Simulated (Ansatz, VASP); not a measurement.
# One calculation of Pt, two programs

File INCAR:

```
SYSTEM = Pt
  PREC = Accurate
  ENCUT = 600
  EDIFF = 1E-6
  ISMEAR = -1
  SIGMA = 0.05
  LREAL = .False.
  LASPH = .True.
  NELM = 80
  ALGO = Normal
  ISIF = 3
  LWAVE = .False.
  LCHARG = .False.
  GGA = CA
  IBRION = 2
  NSW = 80
  EDIFFG = -0.02
```

Contents of KPOINTS:

```
Automatic mesh
0
Gamma
  12 12 12
  0 0 0
```

Contents of POSCAR:

```
Pt
1.0
    0.0000000000      1.9609000000      1.9609000000
    1.9609000000      0.0000000000      1.9609000000
    1.9609000000      1.9609000000      0.0000000000
Pt
1
Direct
    0.0000000000      0.0000000000      0.0000000000
```

File input.yaml:

```yaml
crystal:
  lattice:
    - [0.0, 1.9609, 1.9609]
    - [1.9609, 0.0, 1.9609]
    - [1.9609, 1.9609, 0.0]
  atoms:
    - { symbol: Pt, position: [0.0, 0.0, 0.0] }
kpoints:
  mp_grid: { grid: [12, 12, 12] }
scf:
  occupations: { method: fermi_dirac, width: 0.05 }
hamiltonian:
  xc: lda
  pseudopotentials: { kind: all_electron, lapw: { basis_error: 0.001 } }
output:
  forces: true
  stress: true
relax:
  f_tol: 0.02
  max_steps: 60
  cell: {}
```

Alike in both runs: task relaxation of cell and atoms; functional LDA; k mesh 12 × 12 × 12; occupations fermi-dirac, width 0.05 eV; no spin polarisation.

|  | VASP | Ansatz |
| --- | --- | --- |
| version | VASP 6.6.1 | Ansatz 0.2.0 |
| potentials or method | VASP PAW LDA potentials, release 64 (Pt), cutoff 600 eV | all-electron LAPW, scalar-relativistic |

Ansatz gave:

```
relaxed volume (Å³/atom)                                     : 14.77
relaxed cell length with the largest relative difference (Å) : 2.754
```

**Question.** What did VASP give for the same quantities?

**Answer.** Relaxed volume (Å³/atom): 14.82; relaxed cell length with the largest relative difference (Å): 2.757.

LDA's correlation is that of Perdew and Zunger in VASP and of Perdew and Wang (1992) in Ansatz. Ansatz ran all-electron here, and VASP with PAW potentials.

Neither program's run includes spin-orbit coupling.
